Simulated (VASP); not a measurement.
# Ir in VASP: notebook

Runs on Ir. Level: PBE. Tasks: single point.

Program: VASP 6.6.1. These are calculated values, not measurements. Logs are shortened: lines on timing, memory, paths and dates and some standing lists are left out, and cuts for length are marked.

## (1) The cell of the first run

The cell holds a slab with vacuum, 4 atoms: a = 2.737 Å, b = 2.737 Å, c = 23.704 Å, α = 90.00°, β = 90.00°, γ = 120.00°.

## (2) Single point, PBE

The input, INCAR:

```
SYSTEM = Ir
PREC = Accurate
ENCUT = 400
EDIFF = 1E-6
ISMEAR = 0
SIGMA = 0.1
LREAL = .False.
LASPH = .True.
NELM = 120
ALGO = Normal
ISIF = 2
LWAVE = .False.
LCHARG = .False.
LDIPOL = .True.
IDIPOL = 3
DIPOL = 0.5 0.5 0.499
GGA = PE
NBANDS = 26
GGA_COMPAT = .False.
NELMDL = -8
```

The input, KPOINTS:

```
Automatic mesh
0
Gamma
  12 12 1
  0 0 0
```

The input, POSCAR:

```
Ir
1.0
    2.7369706003      0.0000000000      0.0000000000
   -1.3684853001      2.3702860693      0.0000000000
    0.0000000000      0.0000000000     23.7041814117
Ir
4
Direct
    0.6666666667      0.3333333333      0.3585865233
    0.3333333333      0.6666666667      0.4528621744
    0.0000000000      0.0000000000      0.5455605253
    0.6666666667      0.3333333333      0.6380657548
```

Potentials or basis: VASP PAW PBE potentials, release 64 (Ir).

Run with:

```console
cat potpaw_PBE.64/Ir/POTCAR > POTCAR
mpirun -np 1 vasp_std > vasp.out
```

OUTCAR:

```text
SYSTEM = Ir
   PREC = Accurate
   ENCUT = 400
   EDIFF = 1E-6
   ISMEAR = 0
   LREAL = .False.
   LASPH = .True.
   NELM = 120
   ISIF = 2
   GGA = PE
   NELMDL = -8

 ion  position               nearest neighbor table
   1  0.667  0.333  0.359-   2 2.74   2 2.74   2 2.74
   2  0.333  0.667  0.453-   3 2.71   3 2.71   3 2.71   1 2.74   1 2.74   1 2.74
   3  0.000  0.000  0.546-   4 2.70   4 2.70   4 2.70   2 2.71   2 2.71   2 2.71
   4  0.667  0.333  0.638-   3 2.70   3 2.70   3 2.70

  LATTYP: Found a hexagonal cell.
 ALAT       =     2.7369706003
 C/A-ratio  =     8.6607365856

  Lattice vectors:

 A1 = (   2.7369706003,   0.0000000000,   0.0000000000)
 A2 = (  -1.3684853001,   2.3702860693,   0.0000000000)
 A3 = (   0.0000000000,   0.0000000000,  23.7041814117)

Analysis of symmetry for initial positions (statically):
=====================================================================
 Subroutine PRICEL returns:
 Original cell was already a primitive cell.

 Routine SETGRP: Setting up the symmetry group for a
 hexagonal supercell.

 Subroutine GETGRP returns: Found  6 space group operations
 (whereof  6 operations were pure point group operations)
 out of a pool of 24 trial point group operations.

The static configuration has the point symmetry C_3v.

Analysis of symmetry for dynamics (positions and initial velocities):
=====================================================================
 Subroutine PRICEL returns:
 Original cell was already a primitive cell.

 Routine SETGRP: Setting up the symmetry group for a
 hexagonal supercell.

 Subroutine GETGRP returns: Found  6 space group operations
 (whereof  6 operations were pure point group operations)
 out of a pool of 24 trial point group operations.

The dynamic configuration has the point symmetry C_3v.

 Subroutine INISYM returns: Found  6 space group operations
 (whereof  6 operations are pure point group operations),
 and found     1 'primitive' translations

----------------------------------------------------------------------------------------

                                     Primitive cell

  volume of cell :     153.7786

  direct lattice vectors                    reciprocal lattice vectors
     2.736970600  0.000000000  0.000000000     0.365367461  0.210945002  0.000000000
    -1.368485300  2.370286069  0.000000000     0.000000000  0.421890004  0.000000000
[... 88 lines left out ...]
   NFREE  =      0    steps in history (QN), initial steepest desc. (CG)
   ISIF   =      2    stress and relaxation
   ISYM   =      2    0-nonsym 1-usesym 2-fastsym
   POTIM  = 0.5000    time-step for ionic-motion
   TEBEG  =    0.0;   TEEND  =   0.0 temperature during run
   PSTRESS=    0.0 pullay stress
   NELECT =      36.0000    total number of electrons
   NUPDOWN=      -1.0000    fix difference up-down
   EMIN   =  10.00;   EMAX   =-10.00  energy-range for DOS
   EFERMI =   0.00;   METHOD = LEGACY
   ISMEAR =     0;   SIGMA  =   0.10  broadening in eV -4-tet -1-fermi 0-gaus
   EFERMI_NEDOS =   21; number of points for ismear=-14 and -15
   IALGO  =     38    algorithm
   IMIX   =      4    mixing-type and parameters
     AMIX     =   0.40;   BMIX     =  1.00
     AMIX_MAG =   1.60;   BMIX_MAG =  1.00
  volume/ion in A,a.u.               =      38.44       259.44
  Fermi-wavevector in a.u.,A,eV,Ry     =   1.008967  1.906672 13.850932  1.018015
  Thomas-Fermi vector in A             =   2.141867
   LORBIT       =      0    0 simple, 1 ext, 2 COOP (PROOUT), +10 PAW based schemes
   GGA     = PE    functional components
   LHFCALC =     F    Hartree Fock is set to
   AEXX    =    0.0000 exact exchange contribution
   IVDW    =     0    specifies the selected vdW correction
   LEPSILON=     F    determine dielectric tensor
   LRPA    =     F    only Hartree local field effects (RPA)
 non-spin polarized calculation
 Gauss-broadening in eV      SIGMA  =   0.10
  energy-cutoff  :      400.00
  volume of cell :      153.78
 maximum number of plane-waves:      2855
 NGX is ok and might be reduce to    18

 dipolmoment           0.000000      0.000000      0.000899 electrons x Angstroem

 number of electron      36.0000004 magnetization

 dipolmoment           0.000000      0.000000     -0.001001 electrons x Angstroem

 Free energy of the ion-electron system (eV)
  ---------------------------------------------------
  ext. energy  EPLUGINS =         0.00000000
  ---------------------------------------------------
  free energy    TOTEN  =       -33.59938931 eV

  energy without entropy =      -33.57647654  energy(sigma->0) =      -33.58793292

 E-fermi :   0.3438     XC(G=0):  -6.0606

 val. band max:        0.3059401226   @ k =   0.3333   0.0000   0.0000
 cond. band min:       0.3760016849   @ k =   0.2500   0.0833   0.0000
 fundamental gap:      0.0700615623
 Fermi energy:         0.3438458414

 k-point     1 :       0.0000    0.0000    0.0000
  band No.  band energies     occupation
      1     -10.0374      2.00000
      2      -8.5273      2.00000
      3      -7.3376      2.00000
      4      -7.2585      2.00000
      5      -3.5156      2.00000
      6      -3.4318      2.00000
[... 540 lines left out ...]
     25       7.8156      0.00000
     26       7.8362      0.00000

------------------------ aborting loop because EDIFF is reached ----------------------------------------

 vacuum level on the upper side and lower side of the slab       (xc-potential included)        -0.247        -0.241

  FORCE on cell =-STRESS in cart. coord.  units (eV):
  Direction    XX          YY          ZZ          XY          YZ          ZX
  --------------------------------------------------------------------------------------
  -------------------------------------------------------------------------------------
  Total       -3.7191462     -3.7191462     -0.6898393     -0.0000000      0.0000000      0.0000000
  in kB      -38.7487748    -38.7487749     -7.1872479     -0.0000000      0.0000000      0.0000000
  external PRESSURE =     -28.2282659 kB  Pullay stress =       0.0000000 kB

 VOLUME and BASIS-vectors are now :
 -----------------------------------------------------------------------------
  energy-cutoff  :      400.00
  volume of cell :      153.78
      direct lattice vectors                 reciprocal lattice vectors
     2.736970600  0.000000000  0.000000000     0.365367461  0.210945002  0.000000000
    -1.368485300  2.370286069  0.000000000     0.000000000  0.421890004  0.000000000
     0.000000000  0.000000000 23.704181412     0.000000000  0.000000000  0.042186650

 POSITION                                       TOTAL-FORCE (eV/Angst)
 -----------------------------------------------------------------------------------
      1.36849      0.79010      8.50000         0.000000     -0.000000      0.369672
     -0.00000      1.58019     10.73473        -0.000000      0.000000     -0.398524
      0.00000      0.00000     12.93207         0.000000     -0.000000     -0.006013
      1.36849      0.79010     15.12483         0.000000     -0.000000      0.034866
 -----------------------------------------------------------------------------------
    total drift:                                0.000000     -0.000000      0.000104

  FREE ENERGIE OF THE ION-ELECTRON SYSTEM (eV)
  ---------------------------------------------------
  free  energy   TOTEN  =       -33.5993893084 eV

  energy  without entropy=      -33.5764765412  energy(sigma->0) =      -33.58793292

 vacuum level on the upper side and lower side of the slab         5.556         5.567
```

OSZICAR:

```text
N       E                     dE             d eps       ncg     rms          rms(c)
DAV:   1     0.298102584564E+03    0.29810E+03   -0.12899E+04   988   0.968E+02
DAV:   2    -0.133910543746E+02   -0.31149E+03   -0.28406E+03  1024   0.335E+02
DAV:   3    -0.351158511134E+02   -0.21725E+02   -0.20352E+02  1338   0.848E+01
[... 23 lines left out ...]
DAV:  27    -0.335993795305E+02   -0.32039E-05   -0.39866E-06   776   0.121E-02    0.867E-03
DAV:  28    -0.335993815340E+02   -0.20035E-05   -0.11321E-06   648   0.877E-03    0.491E-03
DAV:  29    -0.335993856532E+02   -0.41193E-05   -0.53029E-07   696   0.508E-03    0.542E-03
DAV:  30    -0.335993883576E+02   -0.27044E-05   -0.62623E-07   688   0.532E-03    0.247E-03
DAV:  31    -0.335993893084E+02   -0.95084E-06   -0.79058E-07   724   0.462E-03
   1 F= -.33599389E+02 E0= -.33587933E+02  d E =-.229128E-01
```

Run time: 2.2 min. Hardware: 1 thread of Intel Xeon Platinum 8259CL at 2.50GHz (Skylake/Cascade Lake), shared host; peak memory 0.22 GiB.

Results:

```
Free energy            : -33.5994 eV
Largest force          : 0.399 eV/Å
Band gap on the k mesh : zero (bands 18 and 19 overlap by 2.31 eV)
```

Forces on the atoms (eV/Å):
```
Ir   0.000  0.000  0.370
Ir   0.000  0.000 -0.399
Ir   0.000  0.000 -0.006
Ir   0.000  0.000  0.035
```

Caveat: spin-orbit coupling is left out, which moves the levels of the heavy elements.

## (3) Single point, PBE

This run uses another cell than the first one: it holds 3 atoms, not 4.

The input, INCAR:

```
PREC     = Accurate       # precision mode
ENCUT    = 400            # plane-wave cutoff, eV
EDIFF    = 1E-6           # SCF threshold, eV
ISMEAR   = 0              # smearing method
SIGMA    = 0.1            # smearing width, eV
LREAL    = False          # projectors in reciprocal space
LASPH    = True           # aspherical terms in the spheres
NELM     = 120            # most SCF steps
ALGO     = Normal         # electronic algorithm
ISIF     = 2              # what is computed and relaxed
LWAVE    = False          # write WAVECAR
LCHARG   = False          # write CHGCAR
LDIPOL   = True         
IDIPOL   = 3            
DIPOL    = 0.5 0.5 0.500
GGA      = PE             # functional
NBANDS   = 20             # bands
GGA_COMPAT= False        
NELMDL   = -8
```

The input, KPOINTS:

```
regular mesh
0
Gamma
  15 15 1
```

The input, POSCAR:

```
Ir
1.0
    2.7369706002      0.0000000000      0.0000000000
   -1.3684853001      2.3702860692      0.0000000000
    0.0000000000      0.0000000000     19.4694542743
Ir
3
Direct
    0.6666666667      0.3333333333      0.3852188096
    0.3333333333      0.6666666667      0.5000000000
    0.0000000000      0.0000000000      0.6147811904
```

Potentials or basis: VASP PAW PBE potentials, release 64 (Ir).

Run with:

```console
cat potpaw_PBE.64/Ir/POTCAR > POTCAR
mpirun -np 1 vasp_std > vasp.out
```

Wall time 46 s (1 thread of Intel Xeon Platinum 8488C (Sapphire Rapids), shared host); peak memory 0.2 GiB.

The run converged. Its results:

```yaml
Free_energy: -24.6450 eV
Largest_force: 0.642 eV/Å
Band_gap_on_the_k_mesh: zero (an odd number of electrons rules out a gap without spin polarisation)
```

Forces on the atoms (eV/Å):
```
Ir   0.000  0.000  0.642
Ir   0.000  0.000  0.000
Ir   0.000  0.000 -0.642
```

Levels at points of the mesh, in eV from the Fermi level:
```csv
k point,band 9,band 10,band 11,band 12,band 13,band 14,band 15,band 16,band 17,band 18
"(0.00, 0.00, 0.00)",-3.08,-2.76,-2.76,-1.08,-1.03,-1.03,-0.27,-0.27,0.33,0.63
```

Caveat: spin-orbit coupling is left out, which moves the levels of the heavy elements.

(Part 1 of 2 ends here.)

The gap in the log of VASP goes by the Fermi energy; the results here count the filled bands.